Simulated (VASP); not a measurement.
# CO2 (P6/mmm) in VASP: notebook, part 2 of 2

VASP 6.6.1.

## 4. Relaxation of cell and atoms, PBE, target pressure 20 GPa, at which the enthalpy is minimised

INCAR

```
SYSTEM = CO2
PREC = Accurate ; ENCUT = 600
EDIFF = 1E-7 ; ISMEAR = 1
SIGMA = 0.01 ; LREAL = .FALSE.
LASPH = .TRUE. ; NELM = 80
ALGO = Normal ; ISIF = 3
LWAVE = .FALSE. ; LCHARG = .FALSE.
GGA = PE ; IBRION = 2
NSW = 60 ; EDIFFG = -0.02
PSTRESS = 200.0
```

KPOINTS

```
Automatic mesh
0
G
  9 9 7
  0 0 0
```

POSCAR

```
CO2
1.0
    2.8600000000      0.0000000000      0.0000000000
   -1.4300000000      2.4768326548      0.0000000000
    0.0000000000      0.0000000000      3.1460000000
C O
1 2
Direct
    0.0000000000      0.0000000000      0.0000000000
    0.3333333333      0.6666666667      0.5000000000
    0.6666666667      0.3333333333      0.5000000000
```

Potentials or basis: VASP PAW PBE potentials, release 64 (C, O).

Started as:

```console
cat potpaw_PBE.64/C/POTCAR potpaw_PBE.64/O/POTCAR > POTCAR
mpirun -np 1 vasp_std > vasp.out
```

OUTCAR:

```text
SYSTEM = CO2
   PREC = Accurate
   ENCUT = 600
   EDIFF = 1E-7
   ISMEAR = 1
   LREAL = .FALSE.
   LASPH = .TRUE.
   NELM = 80
   ISIF = 3
   GGA = PE
   IBRION = 2
   NSW = 60
   EDIFFG = -0.02
   PSTRESS = 200.0

 ion  position               nearest neighbor table
   1  0.000  0.000  0.000-
   2  0.333  0.667  0.500-   3 1.65   3 1.65   3 1.65
   3  0.667  0.333  0.500-   2 1.65   2 1.65   2 1.65

  LATTYP: Found a hexagonal cell.
 ALAT       =     2.8600000000
 C/A-ratio  =     1.1000000000

  Lattice vectors:

 A1 = (   2.8600000000,   0.0000000000,   0.0000000000)
 A2 = (  -1.4300000000,   2.4768326548,   0.0000000000)
 A3 = (   0.0000000000,   0.0000000000,   3.1460000000)

Analysis of symmetry for initial positions (statically):
=====================================================================
 Subroutine PRICEL returns:
 Original cell was already a primitive cell.

 Routine SETGRP: Setting up the symmetry group for a
 hexagonal supercell.

 Subroutine GETGRP returns: Found 24 space group operations
 (whereof 24 operations were pure point group operations)
 out of a pool of 24 trial point group operations.

The static configuration has the point symmetry D_6h.

Analysis of symmetry for dynamics (positions and initial velocities):
=====================================================================
 Subroutine PRICEL returns:
 Original cell was already a primitive cell.

 Routine SETGRP: Setting up the symmetry group for a
 hexagonal supercell.

 Subroutine GETGRP returns: Found 24 space group operations
 (whereof 24 operations were pure point group operations)
 out of a pool of 24 trial point group operations.

The dynamic configuration has the point symmetry D_6h.

 Subroutine INISYM returns: Found 24 space group operations
 (whereof 24 operations are pure point group operations),
 and found     1 'primitive' translations

----------------------------------------------------------------------------------------

                                     Primitive cell

  volume of cell :      22.2855

  direct lattice vectors                    reciprocal lattice vectors
     2.860000000  0.000000000  0.000000000     0.349650350  0.201870723  0.000000000
    -1.430000000  2.476832655  0.000000000     0.000000000  0.403741447  0.000000000
     0.000000000  0.000000000  3.146000000     0.000000000  0.000000000  0.317863954

  length of vectors
     2.860000000  2.860000000  3.146000000     0.403741447  0.403741447  0.317863954

  position of ions in fractional coordinates (direct lattice)
     0.000000000  0.000000000  0.000000000
     0.333333333  0.666666667  0.500000000
     0.666666667  0.333333333  0.500000000

  ion indices of the primitive-cell ions
   primitive index   ion index
                 1           1
                 2           2
                 3           3

----------------------------------------------------------------------------------------

 KPOINTS: Automatic mesh

Automatic generation of k-mesh.
 Grid dimensions read from file:
 generate k-points for:    9    9    7

 Generating k-lattice:

  Cartesian coordinates                     Fractional coordinates (reciprocal lattice)
     0.038850039  0.022430080  0.000000000     0.111111111 -0.000000000  0.000000000
     0.000000000  0.044860161  0.000000000     0.000000000  0.111111111  0.000000000
     0.000000000  0.000000000  0.045409136     0.000000000  0.000000000  0.142857143
[... 57 lines left out ...]
   EDIFF  = 0.1E-06   stopping-criterion for ELM
   LREAL  =      F    real-space projection
   EDIFFG = -.2E-01   stopping-criterion for IOM
   NSW    =     60    number of steps for IOM
   IBRION =      2    ionic relax: 0-MD 1-quasi-New 2-CG
   NFREE  =      1    steps in history (QN), initial steepest desc. (CG)
   ISIF   =      3    stress and relaxation
   ISYM   =      2    0-nonsym 1-usesym 2-fastsym
   POTIM  = 0.5000    time-step for ionic-motion
   TEBEG  =    0.0;   TEEND  =   0.0 temperature during run
   PSTRESS=  200.0 pullay stress
   NELECT =      16.0000    total number of electrons
   NUPDOWN=      -1.0000    fix difference up-down
   EMIN   =  10.00;   EMAX   =-10.00  energy-range for DOS
   EFERMI =   0.00;   METHOD = LEGACY
   ISMEAR =     1;   SIGMA  =   0.01  broadening in eV -4-tet -1-fermi 0-gaus
   EFERMI_NEDOS =   21; number of points for ismear=-14 and -15
   IALGO  =     38    algorithm
   IMIX   =      4    mixing-type and parameters
     AMIX     =   0.40;   BMIX     =  1.00
     AMIX_MAG =   1.60;   BMIX_MAG =  1.00
  volume/ion in A,a.u.               =       7.43        50.13
  Fermi-wavevector in a.u.,A,eV,Ry     =   1.465911  2.770171 29.237503  2.148896
  Thomas-Fermi vector in A             =   2.581712
   LORBIT       =      0    0 simple, 1 ext, 2 COOP (PROOUT), +10 PAW based schemes
   GGA     = PE    functional components
   LHFCALC =     F    Hartree Fock is set to
   AEXX    =    0.0000 exact exchange contribution
   IVDW    =     0    specifies the selected vdW correction
   LEPSILON=     F    determine dielectric tensor
   LRPA    =     F    only Hartree local field effects (RPA)
 conjugate gradient relaxation of ions
 non-spin polarized calculation
 Methfessel and Paxton  Order N= 1 SIGMA  =   0.01
  energy-cutoff  :      600.00
  volume of cell :       22.29
 maximum number of plane-waves:       757
 NGX is ok and might be reduce to    24
   NGX = 11   NGY = 11   NGZ = 13

--------------------------------------- Ionic step        1  -------------------------------------------

 number of electron      15.9999997 magnetization

 Free energy of the ion-electron system (eV)
  ---------------------------------------------------
  ext. energy  EPLUGINS =         0.00000000
  ---------------------------------------------------
  free energy    TOTEN  =        -8.17889650 eV

  energy without entropy =       -8.17884934  energy(sigma->0) =       -8.17888078

------------------------ aborting loop because EDIFF is reached ----------------------------------------

  FORCE on cell =-STRESS in cart. coord.  units (eV):
  Direction    XX          YY          ZZ          XY          YZ          ZX
  --------------------------------------------------------------------------------------
  -------------------------------------------------------------------------------------
  Total       11.9648627     11.9648627      2.0406354     -0.0000000      0.0000000      0.0000000
  in kB      860.1949441    860.1949440    146.7082667     -0.0000000      0.0000000      0.0000000
  external PRESSURE =     422.3660516 kB  Pullay stress =     200.0000000 kB
[... 100 lines left out ...]
  energy  without entropy=       -9.7063590858  energy(sigma->0) =       -9.70642032

  enthalpy is  TOTEN    =        -6.3224548440 eV   P V=        3.3839960961

 E-fermi :   3.5745     XC(G=0): -11.8043

 val. band max:        3.5718441266   @ k =   0.4444  -0.0000   0.2857
 cond. band min:       3.5846591770   @ k =   0.1111  -0.0000   0.1429
 fundamental gap:      0.0128150504
 Fermi energy:         3.5745060947

 k-point     1 :       0.0000    0.0000    0.0000
  band No.  band energies     occupation
      1     -17.8232      2.00000
      2     -11.0157      2.00000
      3      -4.4229      2.00000
      4      -1.6873      2.00000
      5      -1.6873      2.00000
      6       0.1498      2.00000
      7       1.0879      2.00000
      8       1.0879      2.00000
      9       4.0089      0.00000
     10       7.1642      0.00000
     11       7.3048      0.00000
     12       7.3048      0.00000
[... 333 lines left out ...]
      1     -14.7794      2.00000
      2     -14.7794      2.00000
      3      -7.5967      2.00000
      4      -0.2390      2.00000
      5       0.4920      2.00000
      6       0.4920      2.00000
      7       1.8246      2.00000
      8       1.8246      2.00000
      9       5.2884      0.00000
     10       5.8599      0.00000
     11       5.9285      0.00000
     12       5.9285      0.00000

 [... further k-points ...]

[... ionic steps 4 to 15 ...]

--------------------------------------- Ionic step       16  -------------------------------------------

 number of electron      16.0000009 magnetization

------------------------ aborting loop because EDIFF is reached ----------------------------------------
[... 73 lines left out ...]
--------------------------------------- Ionic step       18  -------------------------------------------

 number of electron      16.0000010 magnetization

 Free energy of the ion-electron system (eV)
  ---------------------------------------------------
  ext. energy  EPLUGINS =         0.00000000
  ---------------------------------------------------
  free energy    TOTEN  =       -10.03766093 eV

  energy without entropy =      -10.03757215  energy(sigma->0) =      -10.03763134

 E-fermi :   4.6315     XC(G=0): -12.3139

 val. band max:        4.5999568834   @ k =   0.3333   0.1111   0.1429
 cond. band min:       4.6347621849   @ k =   0.4444  -0.0000   0.4286
 fundamental gap:      0.0348053015
 Fermi energy:         4.6314973331

 k-point     1 :       0.0000    0.0000    0.0000
  band No.  band energies     occupation
      1     -17.5351      2.00000
      2     -10.1589      2.00000
      3      -3.2756      2.00000
      4      -1.1266      2.00000
      5      -1.1266      2.00000
      6       1.5013      2.00000
      7       1.5013      2.00000
      8       1.5652      2.00000
      9       5.3115      0.00000
     10       8.8305      0.00000
     11       8.8305      0.00000
     12       8.9492      0.00000
[... 379 lines left out ...]
  energy  without entropy=      -10.0375721526  energy(sigma->0) =      -10.03763134

  enthalpy is  TOTEN    =        -7.1748161712 eV   P V=        2.8628447572

 reached required accuracy - stopping structural energy minimisation
```

CONTCAR:

```text
CO2
   1.00000000000000
     3.2647827249312886    0.0000000000000000    0.0000000000000000
    -1.6323913624656443    2.8273847775581618    0.0000000000000000
    -0.0000000000000000    0.0000000000000000    2.4845010565792496
  C               O
     1     2
Direct
     0.0000000000000000    0.0000000000000000    0.0000000000000000
     0.3333333332999970    0.6666666667000030    0.5000000000000000
     0.6666666667000030    0.3333333332999970    0.5000000000000000

  0.00000000E+00  0.00000000E+00  0.00000000E+00
  0.00000000E+00  0.00000000E+00  0.00000000E+00
  0.00000000E+00  0.00000000E+00  0.00000000E+00
```

It took 4.7 min on 1 thread of Intel Xeon 8259CL, shared host; peak memory 0.15 GiB.

What came out:

| Item | Value |
| --- | --- |
| Free energy | -10.0377 eV |
| Relaxed volume | 7.64 Å³/atom |
| Relaxed cell | a = 3.265 Å, b = 3.265 Å, c = 2.485 Å, α = 90.00°, β = 90.00°, γ = 120.00° |
| Space group after relaxing (to 0.1 Å) | P6/mmm (No. 191) |
| Energy change on relaxing (the run minimises the enthalpy) | -619.6 meV/atom |
| Ionic steps | 18 |
| Pressure after relaxing | 20.1 GPa |
| Band gap on the k mesh | zero (bands 8 and 9 overlap by 0.97 eV) |

The path:
```
step  energy change (eV)  largest force (eV/Å)  pressure (GPa)  volume (Å³)
   1              0.0000                0.0000           62.24        22.29
   2             -1.6728                0.0000           -4.52        29.00
   3             -1.5276                0.0000            7.12        27.11
   4             -1.9161                0.0000            4.34        25.87
   5             -1.9992                0.0000            4.94        25.13
   6             -1.8407                0.0000           11.00        23.41
   7             -1.9226                0.0000            8.04        23.97
   8             -1.9634                0.0000            7.19        24.29
   9             -1.6500                0.0000           32.92        21.63
  10             -1.8393                0.0000           19.69        22.79
  11             -1.8352                0.0000           19.98        22.76
  12             -1.8315                0.0000           20.27        22.73
  13             -1.8357                0.0000           20.42        22.76
  14             -1.8423                0.0000           20.80        22.81
  15             -1.8547                0.0000           20.60        22.91
  16             -1.8494                0.0000           20.69        22.86
  17             -1.8676                0.0000           19.45        23.01
  18             -1.8588                0.0000           20.06        22.93
```

Final structure:
```xyz
3
Lattice="3.2648 0.0000 0.0000 -1.6324 2.8274 0.0000 0.0000 0.0000 2.4845" Properties=species:S:1:pos:R:3 pbc="T T T"
C     0.0000    0.0000    0.0000
O     0.0000    1.8849    1.2423
O     1.6324    0.9425    1.2423
```

Caveat: the cell is relaxed towards a set pressure, so the run minimises the enthalpy, not the energy; a cell axis changed by over 15 % at a fixed basis, so the end point is rough.

## 5. The runs side by side

| cell | gap on the mesh (eV) | pressure (GPa) |
| --- | --- | --- |
| relaxed to 5 GPa | none | 5.2 |
| relaxed to 10 GPa | none | 9.7 |
| relaxed to 20 GPa | none | 20.1 |

Alike in all rows: task relaxation of cell and atoms; level PBE; potentials or basis VASP PAW PBE potentials, release 64 (C, O); no spin polarisation; k mesh 9 × 9 × 7; cutoff (eV) 600; smearing methfessel-paxton 0.01 eV.

Caveats: the cell is relaxed towards a set pressure, so the run minimises the enthalpy, not the energy; a cell axis changed by over 15 % at a fixed basis, so the end point is rough.

Total energies depend on the potentials used, so only differences within one code and one set of settings carry meaning.
